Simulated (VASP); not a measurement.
A run of VASP 6.6.1 is set up as follows.

File INCAR:

```
PREC     = Accurate       # precision mode
ENCUT    = 520            # plane-wave cutoff, eV
EDIFF    = 1E-6           # SCF threshold, eV
ISMEAR   = 0              # smearing method
SIGMA    = 0.1            # smearing width, eV
LREAL    = F              # projectors in reciprocal space
LASPH    = T              # aspherical terms in the spheres
NELM     = 80             # most SCF steps
ALGO     = Normal         # electronic algorithm
ISIF     = 2              # what is computed and relaxed
LWAVE    = F              # write WAVECAR
LCHARG   = F              # write CHGCAR
LDIPOL   = T            
IDIPOL   = 3            
DIPOL    = 0.5 0.5 0.287
GGA      = PE             # functional
NBANDS   = 80             # bands
```

File KPOINTS:

```
Automatic mesh
0
Gamma
  5 5 1
```

POSCAR

```
Cu6H
1.0
    5.1332392722      0.0000000000      0.0000000000
    0.0000000000      5.1332392722      0.0000000000
    0.0000000000      0.0000000000     21.5289058579
Cu H
12 2
Direct
    0.2500000000      0.2500000000      0.1857967157
    0.2500000000      0.7500000000      0.1857967157
    0.7500000000      0.2500000000      0.1857967157
    0.7500000000      0.7500000000      0.1857967157
    0.0000000000      0.0000000000      0.2677566944
    0.0000000000      0.5000000000      0.2677566944
    0.5000000000      0.0000000000      0.2677566944
    0.5000000000      0.5000000000      0.2677566944
    0.2500000000      0.2500000000      0.3497114952
    0.2500000000      0.7500000000      0.3497114952
    0.7500000000      0.2500000000      0.3497114952
    0.7500000000      0.7500000000      0.3497114952
    0.1043804486      1.0000000000      0.4003411002
    0.3956195514      1.0000000000      0.4003411002
```

Potentials or basis: VASP PAW PBE potentials, release 64 (Cu, H).

The run is started by

```sh
$ cat potpaw_PBE.64/Cu/POTCAR potpaw_PBE.64/H/POTCAR > POTCAR
$ mpirun -np 1 vasp_std > vasp.out
```

(1) What does it give for the band gap on the k mesh?

(2) Estimate the largest force.

Results:

(1) zero (bands 67 and 68 overlap by 0.59 eV).

(2) 0.950 eV/Å.
